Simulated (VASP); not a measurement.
Runs of VASP 6.6.1 on Si4C. The structure is that of space group P-6m2 (No. 187), or close to it. The cells are those of the table. 

| spin | cell | k mesh | gap on the mesh (eV) | pressure (GPa) | moment (μB) | largest force (eV/Å) |
| --- | --- | --- | --- | --- | --- | --- |
| off | a = 3.195, b = 3.195, c = 16.113 Å, angles 90.0, 90.0, 120.0°, 10 atoms | 12 × 12 × 4 | none | -0.1 | - | 0.01 |
| off | a = 3.574, b = 3.574, c = 13.306 Å, angles 90.0, 90.0, 120.0°, 10 atoms | 6 × 6 × 2 | none | -3.6 | - | 1.57 |
| off | a = 3.079, b = 3.079, c = 17.023 Å, angles 90.0, 90.0, 120.0°, 10 atoms | 6 × 6 × 2 | none | -0.2 | - | 0.01 |
| collinear, ferromagnetic start | a = 3.574, b = 3.574, c = 13.306 Å, angles 90.0, 90.0, 120.0°, 10 atoms | 6 × 6 × 2 | none | -3.6 | 0.00 | 1.57 |
| collinear, ferromagnetic start | a = 3.079, b = 3.079, c = 17.023 Å, angles 90.0, 90.0, 120.0°, 10 atoms | 6 × 6 × 1 | none | -0.1 | 0.00 | (a) |

Alike in all rows: task single point; level PBE; potentials or basis VASP PAW PBE potentials, release 64 (Si, C); cutoff (eV) 520; smearing gaussian 0.1 eV.

Q: Estimate the missing entries.

A: (a) 0.13.

Caveats: some runs use coarse meshes; forces of over 1 eV/Å act on the atoms, so gaps and moduli don't describe the material at rest (some runs).

A gap of «none» marks levels without a gap at the run's occupations.
